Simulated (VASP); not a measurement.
Wanted: the native input for a VASP 6.6.1 run.

* Task: single point
* Functional: PBE
* Potentials or basis: VASP PAW PBE potentials, release 64 (Ga_d, Sb)
* Cutoff: 400 eV
* k mesh: 2 × 2 × 2
* Occupations: fermi-dirac, width 0.05 eV
* Spin: no spin polarisation
* Dipole correction: no
* Further INCAR settings: ALGO = Normal; EDIFF = 1e-06; NBANDS = 82

The structure of Ga8Sb7 (a cell with a defect) lies in POSCAR:

```
Ga8Sb7
1.0
    0.0000000000      6.1180000000      6.1180000000
    6.1180000000      0.0000000000      6.1180000000
    6.1180000000      6.1180000000      0.0000000000
Ga Sb
8 7
Direct
    0.0000000000      0.0000000000      0.0000000000
    0.0000000000      0.0000000000      0.5000000000
    0.0000000000      0.5000000000      0.0000000000
    0.0000000000      0.5000000000      0.5000000000
    0.5000000000      0.0000000000      0.0000000000
    0.5000000000      0.0000000000      0.5000000000
    0.5000000000      0.5000000000      0.0000000000
    0.5000000000      0.5000000000      0.5000000000
    0.1250000000      0.1250000000      0.6250000000
    0.1250000000      0.6250000000      0.1250000000
    0.1250000000      0.6250000000      0.6250000000
    0.6250000000      0.1250000000      0.1250000000
    0.6250000000      0.1250000000      0.6250000000
    0.6250000000      0.6250000000      0.1250000000
    0.6250000000      0.6250000000      0.6250000000
```

These files were run (other wordings do the same):

INCAR

```
SYSTEM = Ga8Sb7
  PREC = Accurate
  ENCUT = 400
  EDIFF = 1E-6
  ISMEAR = -1
  SIGMA = 0.05
  LREAL = .False.
  LASPH = .True.
  NELM = 120
  ALGO = Normal
  ISIF = 2
  LWAVE = .False.
  LCHARG = .True.
  GGA = PE
  LELF = .True.
  LVHAR = .True.
  NBANDS = 82
  GGA_COMPAT = .False.
```

KPOINTS

```
Automatic mesh
0
Gamma
  2 2 2
  0 0 0
```

Potentials or basis: VASP PAW PBE potentials, release 64 (Ga_d, Sb).

Command:

```console
$ cat potpaw_PBE.64/Ga_d/POTCAR potpaw_PBE.64/Sb/POTCAR > POTCAR
$ mpirun -np 1 vasp_std > vasp.out
```

Results of the run:

| Quantity | Value |
| --- | --- |
| Pressure | 1.9 GPa |
| Largest force | 0.392 eV/Å |
| Band gap on the k mesh | zero (an odd number of electrons rules out a gap without spin polarisation) |

Caveat: the k points lie up to 0.44 Å⁻¹ apart, too coarse for converged energies and pressures of a metal; spin-orbit coupling is left out, which moves the levels of the heavy elements.

It took 2.5 min on 1 thread of Intel(R) Xeon(R) Platinum 8488C (Sapphire Rapids), on a shared host, peak memory 0.44 GiB.
